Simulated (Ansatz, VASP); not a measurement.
**Cs in VASP and in Ansatz**

```
CELL_PARAMETERS angstrom
-2.60393 2.60393 9.78427
2.60393 -2.60393 9.78427
2.60393 2.60393 -9.78427
ATOMIC_POSITIONS crystal
Cs 0.25000 0.75000 0.50000
Cs 0.50000 0.50000 0.00000
```

Change from the starting cell: volume scaled by 1.06, PAW files.

Alike in both runs: task electric field gradients; functional LDA; k mesh 9 × 9 × 9; occupations fermi-dirac, width 0.03 eV; no spin polarisation.

|  | VASP | Ansatz |
| --- | --- | --- |
| version | VASP 6.6.1 | Ansatz 0.2.0 |
| potentials or method | VASP PAW LDA potentials, release 64 (Cs_sv) | PAW with Ansatz's default frozen-core files, scalar-relativistic |
| plane-wave cutoff (eV) | 520 | 420 |
| valence electrons in the cell | 18 | 18 |

|  | VASP | Ansatz | Ansatz less VASP |
| --- | --- | --- | --- |
| pressure (GPa) | -0.4 | -0.4 | +0.01 |
| traceless stress, the component that is largest in VASP (GPa) | -0.08 | -0.08 | 0.000 |
| size of Vzz on the site where it differs most (V/Å²) | 4.4 | 4.5 | +0.14 |

LDA's correlation is that of Perdew and Zunger in VASP and of Perdew and Wang (1992) in Ansatz.

Spin-orbit coupling is off throughout.
